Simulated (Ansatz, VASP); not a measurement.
# Two plane-wave programs on Na

```
Na
1.0
    -2.14100    2.14100    2.14100
     2.14100   -2.14100    2.14100
     2.14100    2.14100   -2.14100
Na
1
Cartesian
  0.0000 0.0000 0.0000
```

Alike in both runs: functional HSE06; k mesh 6 × 6 × 6; no spin polarisation.

|  | VASP | Ansatz |
| --- | --- | --- |
| version | VASP 6.6.1 | Ansatz 0.2.0 |
| potentials or method | VASP PAW PBE potentials, release 64 (Na_pv) | JTH PAW |
| plane-wave cutoff (eV) | 520 | 1440 |
| occupations | methfessel-paxton of order 1, width 0.1 eV | cold, width 0.1 eV |
| valence electrons in the cell | 7 | 9 |
| task | single point | band structure |

|  | VASP | Ansatz | Ansatz less VASP |
| --- | --- | --- | --- |
| gap on the k mesh at the Fermi level (eV) | none | none | - |
| pressure (GPa) | -0.2 | -0.2 | +0.05 |

A gap of «none» marks a metal or a gap that the smearing closes. VASP's potentials hold 7 valence electrons a cell and Ansatz's 9, so a difference there can come from the potentials and not from the codes.
